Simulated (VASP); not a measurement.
# HgTe (I4/mmm) in VASP: notebook, part 2 of 2

VASP 6.6.1. Earlier steps stand in the parts before.

**3. Single point, LDA (equal xx and yy strain of -2 %)**

Contents of INCAR:

```
SYSTEM = HgTe
PREC     = Accurate       ! precision mode
ENCUT    = 520            ! plane-wave cutoff, eV
EDIFF    = 1E-6           ! SCF threshold, eV
ISMEAR   = -1             ! smearing method
SIGMA    = 0.08           ! smearing width, eV
LREAL    = .FALSE.        ! projectors in reciprocal space
LASPH    = .TRUE.         ! aspherical terms in the spheres
NELM     = 100            ! most SCF steps
ALGO     = Normal         ! electronic algorithm
ISIF     = 2              ! what is computed and relaxed
LWAVE    = .FALSE.        ! write WAVECAR
LCHARG   = .TRUE.         ! write CHGCAR
GGA      = CA             ! functional
LELF     = .TRUE.         ! ELF
LVHAR    = .TRUE.       
NBANDS   = 16             ! bands
```

Contents of KPOINTS:

```
Automatic mesh
0
G
  10 10 10
  0 0 0
```

Contents of POSCAR:

```
HgTe
1.0
    0.0000000000      2.8630700000      2.9215000000
    2.8630700000      0.0000000000      2.9215000000
    2.8630700000      2.8630700000      0.0000000000
Hg Te
1 1
Direct
    0.0000000000      0.0000000000      0.0000000000
    0.5000000000      0.5000000000      0.5000000000
```

Potentials or basis: VASP PAW LDA potentials, release 64 (Hg, Te).

Launch:

```sh
$ cat potpaw_LDA.64/Hg/POTCAR potpaw_LDA.64/Te/POTCAR > POTCAR
$ mpirun -np 1 vasp_std > vasp.out
```

Run time: 32 s. Hardware: 1 thread of Intel Xeon 6975P-C (Granite Rapids), shared host; peak memory 0.2 GiB.

The run converged. Its results:

```
Free energy            : -4.8139 eV
Pressure               : 8.4 GPa
Band gap on the k mesh : zero (band 9 reaches 6.90 eV, above the bottom of band 10 at 3.39 eV)
```

Stress tensor (GPa, compression positive):
```
9.52 0.00 0.00
0.00 9.52 0.00
0.00 0.00 6.30
```

Levels at points of the mesh, in eV from the Fermi level:
```
           k point  band 7  band 8  band 9  band 10  band 11  band 12
(0.00, 0.00, 0.00)   -1.03   -1.03   -0.88    -0.24     7.65     7.69
(0.50, 0.00, 0.00)   -6.26    0.40    0.57     2.32     3.56     3.74
(0.50, 0.50, 0.00)   -5.51   -2.96   -2.96    -2.92     4.66    10.09
(0.50, 0.00, 0.50)   -5.52   -3.16   -3.10    -2.93     4.53     9.69
```

Caveat: the cell differs from its parent crystal (equal xx and yy strain of -2 %); spin-orbit coupling is left out, which moves the levels of the heavy elements.

**4. Single point, LDA (zz strain of -2 %)**

Contents of INCAR:

```
SYSTEM = HgTe
PREC = Accurate ; ENCUT = 520
EDIFF = 1E-7 ; ISMEAR = -1
SIGMA = 0.08 ; LREAL = .FALSE.
LASPH = .TRUE. ; NELM = 100
ALGO = Normal ; ISIF = 2
LWAVE = .FALSE. ; LCHARG = .FALSE.
GGA = CA ; NBANDS = 16
```

KPOINTS is that of step 3.

Contents of POSCAR:

```
HgTe
1.0
    0.0000000000      2.9215000000      2.8630700000
    2.9215000000      0.0000000000      2.8630700000
    2.9215000000      2.9215000000      0.0000000000
Hg Te
1 1
Direct
    0.0000000000      0.0000000000      0.0000000000
    0.5000000000      0.5000000000      0.5000000000
```

Launch:

```sh
$ cat potpaw_LDA.64/Hg/POTCAR potpaw_LDA.64/Te/POTCAR > POTCAR
$ mpirun -np 1 vasp_std > vasp.out
```

Run time: 32 s. Hardware: 1 thread of Intel Xeon 6975P-C (Granite Rapids), shared host; peak memory 0.21 GiB.

It converged, with:

- Free energy: -4.8591 eV
- Pressure: 6.4 GPa
- Band gap on the k mesh: zero (band 9 reaches 6.59 eV, above the bottom of band 10 at 3.08 eV)

Stress tensor (GPa, compression positive):
```
5.34 0.00 0.00
0.00 5.34 0.00
0.00 0.00 8.41
```

Levels at points of the mesh, in eV from the Fermi level:
| k point | band 7 | band 8 | band 9 | band 10 | band 11 | band 12 |
| --- | --- | --- | --- | --- | --- | --- |
| (0.00, 0.00, 0.00) | -1.05 | -0.89 | -0.89 | -0.35 | 7.71 | 7.71 |
| (0.50, 0.00, 0.00) | -6.17 | 0.38 | 0.54 | 2.36 | 3.58 | 3.79 |
| (0.50, 0.50, 0.00) | -5.35 | -3.13 | -2.97 | -2.97 | 4.52 | 9.87 |
| (0.50, 0.00, 0.50) | -5.35 | -2.99 | -2.95 | -2.77 | 4.65 | 9.63 |

Caveat: the cell differs from its parent crystal (zz strain of -2 %); spin-orbit coupling is left out, which moves the levels of the heavy elements.

**5. Single point, LDA (equal xx and yy strain of -1 %)**

Contents of INCAR:

```
SYSTEM = HgTe
PREC     = Accurate       ! precision mode
ENCUT    = 520            ! plane-wave cutoff, eV
EDIFF    = 1E-6           ! SCF threshold, eV
ISMEAR   = -1             ! smearing method
SIGMA    = 0.08           ! smearing width, eV
LREAL    = .False.        ! projectors in reciprocal space
LASPH    = .True.         ! aspherical terms in the spheres
NELM     = 60             ! most SCF steps
ALGO     = Normal         ! electronic algorithm
ISIF     = 2              ! what is computed and relaxed
LWAVE    = .False.        ! write WAVECAR
LCHARG   = .True.         ! write CHGCAR
GGA      = CA             ! functional
LELF     = .True.         ! ELF
LVHAR    = .True.       
NBANDS   = 16             ! bands
```

Contents of KPOINTS:

```
regular mesh
0
Gamma
  10 10 10
  0 0 0
```

Contents of POSCAR:

```
HgTe
1.0
    0.0000000000      2.8922850000      2.9215000000
    2.8922850000      0.0000000000      2.9215000000
    2.8922850000      2.8922850000      0.0000000000
Hg Te
1 1
Direct
    0.0000000000      0.0000000000      0.0000000000
    0.5000000000      0.5000000000      0.5000000000
```

Launch:

```sh
$ cat potpaw_LDA.64/Hg/POTCAR potpaw_LDA.64/Te/POTCAR > POTCAR
$ mpirun -np 1 vasp_std > vasp.out
```

Run time: 23 s. Hardware: 1 thread of Intel Xeon 6975P-C (Granite Rapids), shared host; peak memory 0.21 GiB.

It converged, with:

```
Free energy            : -4.8640 eV
Pressure               : 6.3 GPa
Band gap on the k mesh : zero (band 9 reaches 6.55 eV, above the bottom of band 10 at 3.16 eV)
```

Stress tensor (GPa, compression positive):
```
6.78 0.00 0.00
0.00 6.78 0.00
0.00 0.00 5.31
```

Levels at points of the mesh, in eV from the Fermi level:
| k point | band 7 | band 8 | band 9 | band 10 | band 11 | band 12 |
| --- | --- | --- | --- | --- | --- | --- |
| (0.00, 0.00, 0.00) | -0.97 | -0.97 | -0.89 | -0.36 | 7.71 | 7.73 |
| (0.50, 0.00, 0.00) | -6.17 | 0.42 | 0.50 | 2.36 | 3.63 | 3.72 |
| (0.50, 0.50, 0.00) | -5.35 | -2.96 | -2.89 | -2.89 | 4.64 | 9.95 |
| (0.50, 0.00, 0.50) | -5.35 | -3.05 | -2.99 | -2.88 | 4.58 | 9.75 |

Caveat: the cell differs from its parent crystal (equal xx and yy strain of -1 %); spin-orbit coupling is left out, which moves the levels of the heavy elements.

**6. Single point, LDA (zz strain of +1 %)**

Contents of INCAR:

```
PREC = Accurate
ENCUT = 520
EDIFF = 1E-6
ISMEAR = -1
SIGMA = 0.08
LREAL = F
LASPH = T
NELM = 80
ALGO = Normal
ISIF = 2
LWAVE = F
LCHARG = F
GGA = CA
NBANDS = 16
```

Contents of KPOINTS:

```
Automatic mesh
0
Gamma
  10 10 10
```

Contents of POSCAR:

```
HgTe
1.0
    0.0000000000      2.9215000000      2.9507150000
    2.9215000000      0.0000000000      2.9507150000
    2.9215000000      2.9215000000      0.0000000000
Hg Te
1 1
Direct
    0.0000000000      0.0000000000      0.0000000000
    0.5000000000      0.5000000000      0.5000000000
```

Potentials or basis: VASP PAW LDA potentials, release 64 (Hg, Te).

Launch:

```sh
$ cat potpaw_LDA.64/Hg/POTCAR potpaw_LDA.64/Te/POTCAR > POTCAR
$ mpirun -np 1 vasp_std > vasp.out
```

OUTCAR:

```text
PREC = Accurate
   ENCUT = 520
   EDIFF = 1E-6
   ISMEAR = -1
   LREAL = F
   LASPH = T
   NELM = 80
   ISIF = 2
   GGA = CA

 ion  position               nearest neighbor table
   1  0.000  0.000  0.000-   2 2.92   2 2.92   2 2.92   2 2.92   2 2.95   2 2.95
   2  0.500  0.500  0.500-   1 2.92   1 2.92   1 2.92   1 2.92   1 2.95   1 2.95

  LATTYP: Found a body centered tetragonal cell.
 ALAT       =     4.1316249225
 C/A-ratio  =     1.4283556980

  Lattice vectors:

 A1 = (  -2.9215000000,   0.0000000000,   2.9507150000)
[... 624 lines left out ...]
      3      -1.6492      2.00000
      4      -1.5373      2.00000
      5      -1.2324      2.00000
      6      -1.2272      2.00000
[... 8 lines left out ...]
     15      17.9546      0.00000
     16      17.9909      0.00000

 [... further k-points ...]
[... 5 lines left out ...]
  --------------------------------------------------------------------------------------
  -------------------------------------------------------------------------------------
  Total        1.2464703      1.2464703      0.8609392      0.0000000     -0.0000000      0.0000000
  in kB       39.6481995     39.6481995     27.3850815      0.0000000     -0.0000000      0.0000000
  external PRESSURE =      35.5604935 kB  Pullay stress =       0.0000000 kB

 VOLUME and BASIS-vectors are now :
 -----------------------------------------------------------------------------
  energy-cutoff  :      520.00
  volume of cell :       50.37
      direct lattice vectors                 reciprocal lattice vectors
     0.000000000  2.921500000  2.950715000    -0.171144960  0.171144960  0.169450455
     2.921500000  0.000000000  2.950715000     0.171144960 -0.171144960  0.169450455
     2.921500000  2.921500000  0.000000000     0.171144960  0.171144960 -0.169450455

 POSITION                                       TOTAL-FORCE (eV/Angst)
 -----------------------------------------------------------------------------------
      0.00000      0.00000      0.00000        -0.000000      0.000000      0.000000
      2.92150      2.92150      2.95072         0.000000     -0.000000      0.000000
 -----------------------------------------------------------------------------------
    total drift:                                0.000000     -0.000000     -0.000000

  FREE ENERGIE OF THE ION-ELECTRON SYSTEM (eV)
  ---------------------------------------------------
  free  energy   TOTEN  =        -4.9099590158 eV

  energy  without entropy=       -4.8971070298  energy(sigma->0) =       -4.90353302
```

OSZICAR:

```text
N       E                     dE             d eps       ncg     rms          rms(c)
DAV:   1     0.106433446317E+03    0.10643E+03   -0.84102E+03  3320   0.101E+03
DAV:   2    -0.174659369694E+01   -0.10818E+03   -0.10034E+03  3832   0.236E+02
DAV:   3    -0.511633815752E+01   -0.33697E+01   -0.33575E+01  4080   0.429E+01
DAV:   4    -0.513943284257E+01   -0.23095E-01   -0.23093E-01  4272   0.350E+00
DAV:   5    -0.513976685994E+01   -0.33402E-03   -0.33402E-03  4168   0.369E-01    0.967E+00
DAV:   6    -0.492319344205E+01    0.21657E+00   -0.42724E-01  4120   0.907E+00    0.723E+00
DAV:   7    -0.491239134833E+01    0.10802E-01   -0.74234E-02  4000   0.194E+00    0.229E+00
DAV:   8    -0.491022086495E+01    0.21705E-02   -0.78978E-03  3752   0.106E+00    0.530E-01
DAV:   9    -0.490995937860E+01    0.26149E-03   -0.43258E-04  4344   0.228E-01    0.750E-02
DAV:  10    -0.490995822574E+01    0.11529E-05   -0.35922E-05  4032   0.501E-02    0.376E-02
DAV:  11    -0.490995901580E+01   -0.79006E-06   -0.44267E-06  4184   0.146E-02
   1 F= -.49099590E+01 E0= -.49035330E+01  d E =-.128520E-01
```

It took 22 s on 1 thread of Intel Xeon 6975P-C (Granite Rapids), shared host; peak memory 0.22 GiB.

What came out:

| Property | Result |
| --- | --- |
| Free energy | -4.9100 eV |
| Pressure | 3.6 GPa |
| Band gap on the k mesh | zero (band 9 reaches 6.11 eV, above the bottom of band 10 at 2.90 eV) |

Stress tensor (GPa, compression positive):
```
3.96 0.00 0.00
0.00 3.96 0.00
0.00 0.00 2.74
```

Levels at points of the mesh, in eV from the Fermi level:
```csv
k point,band 7,band 8,band 9,band 10,band 11,band 12
"(0.00, 0.00, 0.00)",-0.91,-0.91,-0.84,-0.51,7.69,7.72
"(0.50, 0.00, 0.00)",-6.03,0.39,0.46,2.41,3.69,3.78
"(0.50, 0.50, 0.00)",-5.11,-2.92,-2.74,-2.74,4.69,9.77
"(0.50, 0.00, 0.50)",-5.12,-3.00,-2.84,-2.73,4.63,9.58
```

Caveat: the cell differs from its parent crystal (zz strain of +1 %); spin-orbit coupling is left out, which moves the levels of the heavy elements.

**7. The runs side by side**

```csv
cell,gap on the mesh (eV),pressure (GPa)
"a = 4.070, b = 4.070, c = 4.008 Å, angles 60.5, 60.5, 59.0°, 2 atoms",none,10.9
"a = 4.091, b = 4.091, c = 4.049 Å, angles 60.3, 60.3, 59.3°, 2 atoms",none,8.4
"a = 4.091, b = 4.091, c = 4.132 Å, angles 59.7, 59.7, 60.7°, 2 atoms",none,6.4
"a = 4.111, b = 4.111, c = 4.090 Å, angles 60.2, 60.2, 59.7°, 2 atoms",none,6.3
"a = 4.152, b = 4.152, c = 4.132 Å, angles 60.2, 60.2, 59.7°, 2 atoms",none,3.6
```

Alike in all rows: task single point; level LDA; potentials or basis VASP PAW LDA potentials, release 64 (Hg, Te); no spin polarisation; k mesh 10 × 10 × 10; cutoff (eV) 520; smearing fermi-dirac 0.08 eV.

Caveats: spin-orbit coupling is left out, which moves the levels of the heavy elements.

Absolute energies hang on the potentials; compare differences alone.
